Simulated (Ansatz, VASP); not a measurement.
# GaN: VASP beside Ansatz

```xyz
4
Lattice="3.1518 0.0000 0.0000 -1.5759 2.7295 0.0000 0.0000 0.0000 5.1384" Properties=species:S:1:pos:R:3 pbc="T T T"
Ga    0.0000    1.8197    0.0015
Ga    1.5759    0.9098    2.5707
N     0.0000    1.8197    1.9357
N     1.5759    0.9098    4.5049
```

Alike in both runs: functional LDA; k mesh 9 × 9 × 6; no spin polarisation.

Ansatz relaxed the structure, and its values are those at the end. VASP's run is a single point on that final structure, the one shown.

```csv
,VASP,Ansatz
version,VASP 6.6.1,Ansatz 0.2.0
potentials or method,"VASP PAW LDA potentials, release 64 (Ga_d, N)","scalar-relativistic, plane waves, PAW"
plane-wave cutoff (eV),520,420
occupations,"gaussian, width 0.01 eV",fixed
valence electrons in the cell,36,36
```

Ansatz gave:

```
gap on the k mesh at the Fermi level (eV) : 2.13
least direct gap on the mesh (eV)         : 2.13
pressure (GPa)                            : 0.0
```

Q: What did VASP give for the same quantities?

A: gap on the k mesh at the Fermi level (eV): 2.15; least direct gap on the mesh (eV): 2.15; pressure (GPa): 1.1.

LDA's correlation is that of Perdew and Zunger in VASP and of Perdew and Wang (1992) in Ansatz.
